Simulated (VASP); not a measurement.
Input of a VASP 6.6.1 run:

INCAR

```
SYSTEM = BiF2
  PREC = Accurate
  ENCUT = 520
  EDIFF = 1E-6
  ISMEAR = 0
  SIGMA = 0.1
  LREAL = .False.
  LASPH = .True.
  NELM = 60
  ALGO = Normal
  ISIF = 2
  LWAVE = .False.
  LCHARG = .False.
  GGA = PE
  NBANDS = 38
```

File KPOINTS:

```
regular mesh
0
Gamma
  6 6 2
  0 0 0
```

POSCAR

```
BiF2
1.0
    3.8107541262      0.0000000000      0.0000000000
    0.0000000000      3.8107541262      0.0000000000
    0.0000000000      0.0000000000      6.9688670719
Bi F
2 4
Direct
    0.0000000000      0.0000000000      0.0000000000
    0.5000000000      0.5000000000      0.5000000000
    0.0000000000      0.5000000000      0.2499988782
    0.0000000000      0.5000000000      0.7499988782
    0.5000000000      0.0000000000      0.2500011218
    0.5000000000      0.0000000000      0.7500011218
```

Potentials or basis: VASP PAW PBE potentials, release 64 (Bi_d, F).

Command:

```console
$ cat potpaw_PBE.64/Bi_d/POTCAR potpaw_PBE.64/F/POTCAR > POTCAR
$ mpirun -np 1 vasp_std > vasp.out
```

(1) Estimate the band gap on the k mesh.

(2) What does it give for the pressure?

## Answers

(1) zero (bands 29 and 30 overlap by 2.30 eV).

(2) -0.1 GPa.

Caveat: the k points lie up to 0.45 Å⁻¹ apart, too coarse for converged energies and pressures of a metal; spin-orbit coupling is left out, which moves the levels of the heavy elements.
